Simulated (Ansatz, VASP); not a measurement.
# Sn: VASP beside Ansatz

```xyz
2
Lattice="0.0000 3.1969 3.1482 3.1969 0.0000 3.1482 3.1969 3.1969 0.0000" Properties=species:S:1:pos:R:3 pbc="T T T"
Sn    3.1969    3.1969    3.1482
Sn    4.7954    4.7954    4.7223
```

Change from the starting cell: strain -0.015 along x and y, -0.030 along z, atoms carried along.

Alike in both runs: task single point; functional PBE; k mesh 12 × 12 × 12; occupations gaussian, width 0.15 eV; no spin polarisation.

```csv
,VASP,Ansatz
version,VASP 6.6.1,Ansatz 0.2.0
potentials or method,"VASP PAW PBE potentials, release 64 (Sn_d), cutoff 520 eV","scalar-relativistic, plane waves, PAW"
valence electrons in the cell,28,28
```

|  | VASP | Ansatz | Ansatz less VASP |
| --- | --- | --- | --- |
| gap on the k mesh at the Fermi level (eV) | 0.06 | 0.06 | +0.002 |
| least direct gap on the mesh (eV) | 0.11 | 0.11 | 0.000 |
| pressure (GPa) | 6.7 | 6.7 | +0.06 |
| traceless stress, the component that is largest in VASP (GPa) | 0.28 | 0.28 | +0.001 |

The functional is the same, so the differences come from potentials, cutoffs and numerics.
